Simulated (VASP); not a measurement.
A run of VASP 6.6.1 is set up as follows.

INCAR

```
ALGO     = Normal         # electronic algorithm
EDIFF    = 1E-7           # SCF threshold, eV
ENCUT    = 520            # plane-wave cutoff, eV
GGA      = PS             # functional
ISIF     = 2              # what is computed and relaxed
ISMEAR   = -1             # smearing method
LASPH    = True           # aspherical terms in the spheres
LCHARG   = True           # write CHGCAR
LELF     = True           # ELF
LREAL    = False          # projectors in reciprocal space
LVHAR    = True         
LWAVE    = False          # write WAVECAR
NBANDS   = 10             # bands
NELM     = 100            # most SCF steps
PREC     = Accurate       # precision mode
SIGMA    = 0.05           # smearing width, eV
```

KPOINTS

```
k-points
0
Gamma
  8 8 8
```

POSCAR

```
Rb
1.0
   -2.8060000000      2.8060000000      2.8621200000
    2.8060000000     -2.8060000000      2.8621200000
    2.8060000000      2.8060000000     -2.8621200000
Rb
1
Direct
    0.0000000000      0.0000000000      0.0000000000
```

Potentials or basis: VASP PAW PBE potentials, release 64 (Rb_sv).

The run is started by

```console
$ cat potpaw_PBE.64/Rb_sv/POTCAR > POTCAR
$ mpirun -np 1 vasp_std > vasp.out
```

Q: What does it give for the pressure?

A: -0.1 GPa.

Caveat: the cell differs from its parent crystal (zz strain of +2 %); the PAW data sets were made with another functional, which shifts forces and pressure a little.
